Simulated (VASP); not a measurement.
# Ba2Na (I4_1/amd) in VASP: single point with PBE

Aim: the single point of Ba2Na with PBE.

Everything below comes from runs of VASP 6.6.1. Logs are shortened: lines on timing, memory, paths and dates and some standing lists are left out, and cuts for length are marked.

### Step 1. The cell of the first run

It takes space group I4_1/amd (No. 141, tetragonal). Conventional cell: a = 7.429 Å, b = 7.429 Å, c = 12.612 Å, α = 90.00°, β = 90.00°, γ = 90.00°. Within 4.9 Å of Na (site symmetry -4m2) lie 6 Ba at 3.74 to 3.76 Å and 4 Na at 4.87 Å. Ba (site symmetry 2mm) has 3 Na at 3.74 to 3.76 Å and 6 Ba at 4.21 to 4.87 Å within 4.9 Å.

### Step 2. Single point, PBE

The input, INCAR:

```
SYSTEM = Ba2Na
ALGO = Fast
EDIFF = 1E-7
ENCUT = 520
GGA = PE
ISIF = 2
ISMEAR = 0
LASPH = .TRUE.
LCHARG = .FALSE.
LREAL = .FALSE.
LWAVE = .FALSE.
NBANDS = 36
NELM = 60
PREC = Accurate
SIGMA = 0.1
```

The input, KPOINTS:

```
k-points
0
G
  4 4 4
  0 0 0
```

The input, POSCAR:

```
Ba2Na
1.0
   -3.7146686423      3.7146686423      6.3057848311
    3.7146686423     -3.7146686423      6.3057848311
    3.7146686423      3.7146686423     -6.3057848311
Na Ba
2 4
Direct
    0.0000000000      0.0000000000      0.0000000000
    0.7500000000      0.2500000000      0.5000000000
    0.2962507576      0.2962507576      0.0000000000
    1.0462507576      0.5462507576      0.5000000000
    0.4537492424     -0.0462507576      0.5000000000
    0.7037492424      0.7037492424      0.0000000000
```

Potentials or basis: VASP PAW PBE potentials, release 64 (Na_pv, Ba_sv).

Started as:

```console
> cat potpaw_PBE.64/Na_pv/POTCAR potpaw_PBE.64/Ba_sv/POTCAR > POTCAR
> mpirun -np 1 vasp_std > vasp.out
```

OUTCAR:

```text
SYSTEM = Ba2Na
   EDIFF = 1E-7
   ENCUT = 520
   GGA = PE
   ISIF = 2
   ISMEAR = 0
   LASPH = .TRUE.
   LREAL = .FALSE.
   NELM = 60
   PREC = Accurate

 ion  position               nearest neighbor table
   1  0.000  0.000  0.000-   3 3.74   6 3.74   5 3.76   4 3.76   4 3.76   5 3.76
   2  0.750  0.250  0.500-   4 3.74   5 3.74   3 3.76   6 3.76   3 3.76   6 3.76
   3  0.296  0.296  0.000-   1 3.74   2 3.76   2 3.76   5 4.21   5 4.21
   4  0.046  0.546  0.500-   2 3.74   1 3.76   1 3.76   6 4.21   6 4.21
   5  0.454  0.954  0.500-   2 3.74   1 3.76   1 3.76   3 4.21   3 4.21
   6  0.704  0.704  0.000-   1 3.74   2 3.76   2 3.76   4 4.21   4 4.21

  LATTYP: Found a body centered tetragonal cell.
 ALAT       =     7.4293372846
 C/A-ratio  =     1.6975362915

  Lattice vectors:

 A1 = (  -3.7146686423,   3.7146686423,   6.3057848311)
 A2 = (   3.7146686423,  -3.7146686423,   6.3057848311)
 A3 = (   3.7146686423,   3.7146686423,  -6.3057848311)

Analysis of symmetry for initial positions (statically):
=====================================================================
 Subroutine PRICEL returns:
 Original cell was already a primitive cell.

 Routine SETGRP: Setting up the symmetry group for a
 body centered tetragonal supercell.

 Subroutine GETGRP returns: Found 16 space group operations
 (whereof  8 operations were pure point group operations)
 out of a pool of 16 trial point group operations.

The static configuration has the point symmetry D_2d.
 The point group associated with its full space group is D_4h.

Analysis of symmetry for dynamics (positions and initial velocities):
=====================================================================
 Subroutine PRICEL returns:
 Original cell was already a primitive cell.

 Routine SETGRP: Setting up the symmetry group for a
 body centered tetragonal supercell.

 Subroutine GETGRP returns: Found 16 space group operations
 (whereof  8 operations were pure point group operations)
 out of a pool of 16 trial point group operations.

The dynamic configuration has the point symmetry D_2d.
 The point group associated with its full space group is D_4h.

 Subroutine INISYM returns: Found 16 space group operations
 (whereof  8 operations are pure point group operations),
 and found     1 'primitive' translations

----------------------------------------------------------------------------------------

                                     Primitive cell

  volume of cell :     348.0481

  direct lattice vectors                    reciprocal lattice vectors
    -3.714668642  3.714668642  6.305784831     0.000000000  0.134601508  0.079292271
     3.714668642 -3.714668642  6.305784831     0.134601508  0.000000000  0.079292271
     3.714668642  3.714668642 -6.305784831     0.134601508  0.134601508  0.000000000

  length of vectors
     8.207341140  8.207341140  8.207341140     0.156220454  0.156220454  0.190355278

  position of ions in fractional coordinates (direct lattice)
     0.000000000  0.000000000  0.000000000
     0.750000000  0.250000000  0.500000000
     0.296250758  0.296250758  0.000000000
     0.046250758  0.546250758  0.500000000
     0.453749242  0.953749242  0.500000000
     0.703749242  0.703749242  0.000000000

  ion indices of the primitive-cell ions
   primitive index   ion index
                 1           1
                 2           2
                 3           3
                 4           4
                 5           5
                 6           6

----------------------------------------------------------------------------------------

 KPOINTS: k-points

Automatic generation of k-mesh.
 Grid dimensions read from file:
 generate k-points for:    4    4    4

 Generating k-lattice:

  Cartesian coordinates                     Fractional coordinates (reciprocal lattice)
     0.000000000  0.033650377  0.019823068     0.250000000  0.000000000 -0.000000000
     0.033650377  0.000000000  0.019823068     0.000000000  0.250000000 -0.000000000
     0.033650377  0.033650377  0.000000000     0.000000000  0.000000000  0.250000000

  Length of vectors
     0.039055113  0.039055113  0.047588819

  Shift w.r.t. Gamma in fractional coordinates (k-lattice)
     0.000000000  0.000000000  0.000000000

 Subroutine IBZKPT returns following result:
 ===========================================

 Found     13 irreducible k-points:

 Following reciprocal coordinates:
            Coordinates               Weight
  0.000000  0.000000  0.000000      1.000000
  0.250000  0.000000 -0.000000      8.000000
  0.500000  0.000000 -0.000000      4.000000
  0.250000  0.250000 -0.000000      8.000000
  0.500000  0.250000 -0.000000     16.000000
 -0.250000  0.250000  0.000000      4.000000
  0.500000  0.500000 -0.000000      2.000000
  0.250000  0.250000  0.250000      2.000000
 -0.250000  0.250000  0.250000      4.000000
  0.500000  0.500000  0.250000      4.000000
 -0.250000  0.500000  0.250000      8.000000
 -0.250000 -0.250000  0.250000      2.000000
  0.500000  0.500000  0.500000      1.000000
   k-points           NKPTS =     13   k-points in BZ     NKDIM =     13   number of bands    NBANDS=     36
   number of dos      NEDOS =    301   number of ions     NIONS =      6
   total plane-waves  NPLWV = 262144
   dimension x,y,z NGX =    64 NGY =   64 NGZ =   64
   dimension x,y,z NGXF=   128 NGYF=  128 NGZF=  128
   ions per type =               2   4
   NGX,Y,Z   is equivalent  to a cutoff of  12.96, 12.96, 12.96 a.u.
   NGXF,Y,Z  is equivalent  to a cutoff of  25.93, 25.93, 25.93 a.u.
 SYSTEM =  Ba2Na
   PREC   = accura    normal or accurate (medium, high low for compatibility)
   ISTART =      0    job   : 0-new  1-cont  2-samecut
   ICHARG =      2    charge: 1-file 2-atom 10-const
   ISPIN  =      1    spin polarized calculation?
   LNONCOLLINEAR =      F non collinear calculations
   LSORBIT =      F    spin-orbit coupling
   LASPH  =      T    aspherical Exc in radial PAW
   ENCUT  =  520.0 eV  38.22 Ry    6.18 a.u.  15.26 15.26 15.26*2*pi/ulx,y,z
   NELM   =     60;   NELMIN=  2; NELMDL= -5     # of ELM steps
   EDIFF  = 0.1E-06   stopping-criterion for ELM
   LREAL  =      F    real-space projection
   EDIFFG = 0.1E-05   stopping-criterion for IOM
   NSW    =      0    number of steps for IOM
   IBRION =     -1    ionic relax: 0-MD 1-quasi-New 2-CG
   NFREE  =      0    steps in history (QN), initial steepest desc. (CG)
   ISIF   =      2    stress and relaxation
   ISYM   =      2    0-nonsym 1-usesym 2-fastsym
   POTIM  = 0.5000    time-step for ionic-motion
   TEBEG  =    0.0;   TEEND  =   0.0 temperature during run
   PSTRESS=    0.0 pullay stress
   NELECT =      54.0000    total number of electrons
   NUPDOWN=      -1.0000    fix difference up-down
   EMIN   =  10.00;   EMAX   =-10.00  energy-range for DOS
   EFERMI =   0.00;   METHOD = LEGACY
   ISMEAR =     0;   SIGMA  =   0.10  broadening in eV -4-tet -1-fermi 0-gaus
   EFERMI_NEDOS =   21; number of points for ismear=-14 and -15
   IALGO  =     68    algorithm
   IMIX   =      4    mixing-type and parameters
     AMIX     =   0.40;   BMIX     =  1.00
     AMIX_MAG =   1.60;   BMIX_MAG =  1.00
  volume/ion in A,a.u.               =      58.01       391.46
  Fermi-wavevector in a.u.,A,eV,Ry     =   0.879683  1.662360 10.528768  0.773843
  Thomas-Fermi vector in A             =   1.999940
   LORBIT       =      0    0 simple, 1 ext, 2 COOP (PROOUT), +10 PAW based schemes
   GGA     = PE    functional components
   LHFCALC =     F    Hartree Fock is set to
   AEXX    =    0.0000 exact exchange contribution
   IVDW    =     0    specifies the selected vdW correction
   LEPSILON=     F    determine dielectric tensor
   LRPA    =     F    only Hartree local field effects (RPA)
 non-spin polarized calculation
 RMM-DIIS sequential band-by-band and
 Gauss-broadening in eV      SIGMA  =   0.10
  energy-cutoff  :      520.00
  volume of cell :      348.05
 maximum number of plane-waves:      9416
 NGX is ok and might be reduce to    64
   NGX = 31   NGY = 31   NGZ = 31

 number of electron      53.9999996 magnetization

 Free energy of the ion-electron system (eV)
  ---------------------------------------------------
  ext. energy  EPLUGINS =         0.00000000
  ---------------------------------------------------
  free energy    TOTEN  =        -9.28259641 eV

  energy without entropy =       -9.23446116  energy(sigma->0) =       -9.25852879

 E-fermi :   1.2356     XC(G=0):  -7.0014

 val. band max:        1.2341572678   @ k =  -0.2500   0.2500   0.0000
 cond. band min:       1.2576937082   @ k =   0.0000   0.0000   0.0000
 fundamental gap:      0.0235364405
 Fermi energy:         1.2355864974

 k-point     1 :       0.0000    0.0000    0.0000
  band No.  band energies     occupation
      1     -28.0169      2.00000
      2     -28.0061      2.00000
      3     -27.9868      2.00000
      4     -27.9815      2.00000
      5     -23.5566      2.00000
      6     -23.5558      2.00000
[... 28 lines left out ...]
     35       2.7048      0.00000
     36       2.7681      0.00000

 k-point     2 :       0.2500    0.0000   -0.0000
  band No.  band energies     occupation
      1     -28.0141      2.00000
      2     -28.0048      2.00000
      3     -27.9891      2.00000
      4     -27.9833      2.00000
      5     -23.5565      2.00000
      6     -23.5559      2.00000
[... 28 lines left out ...]
     35       2.9452      0.00000
     36       3.1627      0.00000

 k-point     3 :       0.5000    0.0000   -0.0000
  band No.  band energies     occupation
      1     -28.0118      2.00000
      2     -27.9982      2.00000
      3     -27.9972      2.00000
      4     -27.9842      2.00000
      5     -23.5564      2.00000
      6     -23.5560      2.00000
[... 28 lines left out ...]
     35       2.7228      0.00000
     36       2.9706      0.00000

 k-point     4 :       0.2500    0.2500   -0.0000
  band No.  band energies     occupation
      1     -28.0101      2.00000
      2     -28.0047      2.00000
      3     -27.9897      2.00000
      4     -27.9870      2.00000
      5     -23.5564      2.00000
      6     -23.5560      2.00000
[... 28 lines left out ...]
     35       2.6073      0.00000
     36       3.2167      0.00000

 k-point     5 :       0.5000    0.2500   -0.0000
  band No.  band energies     occupation
      1     -28.0078      2.00000
      2     -27.9980      2.00000
      3     -27.9975      2.00000
      4     -27.9883      2.00000
      5     -23.5564      2.00000
      6     -23.5561      2.00000
[... 28 lines left out ...]
     35       2.6581      0.00000
     36       2.8033      0.00000

 k-point     6 :      -0.2500    0.2500    0.0000
  band No.  band energies     occupation
      1     -28.0113      2.00000
      2     -28.0038      2.00000
      3     -27.9901      2.00000
      4     -27.9863      2.00000
      5     -23.5565      2.00000
      6     -23.5559      2.00000
[... 28 lines left out ...]
     35       2.9291      0.00000
     36       2.9973      0.00000

 k-point     7 :       0.5000    0.5000   -0.0000
  band No.  band energies     occupation
      1     -27.9984      2.00000
      2     -27.9984      2.00000
      3     -27.9975      2.00000
      4     -27.9975      2.00000
      5     -23.5562      2.00000
      6     -23.5562      2.00000
[... 28 lines left out ...]
     35       2.5543      0.00000
     36       2.5595      0.00000

 k-point     8 :       0.2500    0.2500    0.2500
  band No.  band energies     occupation
      1     -27.9984      2.00000
      2     -27.9984      2.00000
      3     -27.9974      2.00000
      4     -27.9974      2.00000
      5     -23.5562      2.00000
      6     -23.5562      2.00000
[... 28 lines left out ...]
     35       2.4046      0.00000
     36       2.4047      0.00000

 k-point     9 :      -0.2500    0.2500    0.2500
  band No.  band energies     occupation
      1     -28.0118      2.00000
      2     -27.9979      2.00000
      3     -27.9976      2.00000
      4     -27.9842      2.00000
      5     -23.5564      2.00000
      6     -23.5560      2.00000
[... 28 lines left out ...]
     35       2.4613      0.00000
     36       3.0210      0.00000

 k-point    10 :       0.5000    0.5000    0.2500
  band No.  band energies     occupation
      1     -28.0073      2.00000
      2     -28.0073      2.00000
      3     -27.9885      2.00000
      4     -27.9885      2.00000
      5     -23.5562      2.00000
      6     -23.5562      2.00000
[... 28 lines left out ...]
     35       2.7320      0.00000
     36       2.7358      0.00000

 k-point    11 :      -0.2500    0.5000    0.2500
  band No.  band energies     occupation
      1     -28.0119      2.00000
      2     -28.0066      2.00000
      3     -27.9886      2.00000
      4     -27.9843      2.00000
      5     -23.5564      2.00000
      6     -23.5560      2.00000
[... 28 lines left out ...]
     35       2.7545      0.00000
     36       2.8375      0.00000

 k-point    12 :      -0.2500   -0.2500    0.2500
  band No.  band energies     occupation
      1     -28.0152      2.00000
      2     -28.0075      2.00000
      3     -27.9862      2.00000
      4     -27.9825      2.00000
      5     -23.5565      2.00000
      6     -23.5559      2.00000
[... 28 lines left out ...]
     35       2.6430      0.00000
     36       2.9924      0.00000

 k-point    13 :       0.5000    0.5000    0.5000
  band No.  band energies     occupation
      1     -28.0111      2.00000
      2     -28.0111      2.00000
      3     -27.9845      2.00000
      4     -27.9845      2.00000
      5     -23.5562      2.00000
      6     -23.5562      2.00000
[... 28 lines left out ...]
     35       2.6398      0.00000
     36       2.6507      0.00000

------------------------ aborting loop because EDIFF is reached ----------------------------------------

  FORCE on cell =-STRESS in cart. coord.  units (eV):
  Direction    XX          YY          ZZ          XY          YZ          ZX
  --------------------------------------------------------------------------------------
  -------------------------------------------------------------------------------------
  Total       -0.0314841     -0.0314841      0.3536798      0.0000000     -0.0000000      0.0000000
  in kB       -0.1449314     -0.1449314      1.6281019      0.0000000     -0.0000000      0.0000000
  external PRESSURE =       0.4460797 kB  Pullay stress =       0.0000000 kB

 VOLUME and BASIS-vectors are now :
 -----------------------------------------------------------------------------
  energy-cutoff  :      520.00
  volume of cell :      348.05
      direct lattice vectors                 reciprocal lattice vectors
    -3.714668642  3.714668642  6.305784831     0.000000000  0.134601508  0.079292271
     3.714668642 -3.714668642  6.305784831     0.134601508  0.000000000  0.079292271
     3.714668642  3.714668642 -6.305784831     0.134601508  0.134601508  0.000000000

 POSITION                                       TOTAL-FORCE (eV/Angst)
 -----------------------------------------------------------------------------------
      0.00000      0.00000      0.00000        -0.000000     -0.000000      0.000000
     -0.00000      3.71467      3.15289        -0.000000     -0.000000      0.000000
      0.00000      0.00000      3.73619        -0.000000      0.000000      0.018064
      3.71467      0.00000      0.58329         0.000000     -0.000000      0.018064
      3.71467      0.00000      5.72249         0.000000     -0.000000     -0.018064
      0.00000      0.00000      8.87538        -0.000000      0.000000     -0.018064
 -----------------------------------------------------------------------------------
    total drift:                               -0.000000     -0.000000      0.000000

  FREE ENERGIE OF THE ION-ELECTRON SYSTEM (eV)
  ---------------------------------------------------
  free  energy   TOTEN  =        -9.2825964092 eV

  energy  without entropy=       -9.2344611635  energy(sigma->0) =       -9.25852879
```

Wall time 3.7 min (1 thread of Intel Xeon Platinum 8559C (Emerald Rapids), shared host); peak memory 0.61 GiB.

Results:

```
Free energy            : -9.2826 eV
Pressure               : 0.0 GPa
Largest force          : 0.018 eV/Å
Band gap on the k mesh : zero (bands 27 and 28 overlap by 0.51 eV)
```

Forces in eV/Å, atoms in the order of the input:
```
Na   0.000  0.000  0.000
Na   0.000  0.000  0.000
Ba   0.000  0.000  0.018
Ba   0.000  0.000  0.018
Ba   0.000  0.000 -0.018
Ba   0.000  0.000 -0.018
```

Levels at points of the mesh, in eV from the Fermi level:
```csv
k point,band 25,band 26,band 27,band 28,band 29,band 30
"(0.00, 0.00, 0.00)",-0.23,-0.15,0.02,0.23,0.23,0.24
"(0.50, 0.00, 0.00)",-0.59,-0.13,-0.11,0.13,0.23,0.25
"(0.50, 0.50, 0.00)",-0.97,-0.97,-0.02,-0.02,0.30,0.30
"(0.50, 0.50, 0.50)",-0.89,-0.89,0.46,0.46,0.53,0.53
```

Caveat: spin-orbit coupling is left out, which moves the levels of the heavy elements.

The gap in the log of VASP goes by the Fermi energy; the results here count the filled bands.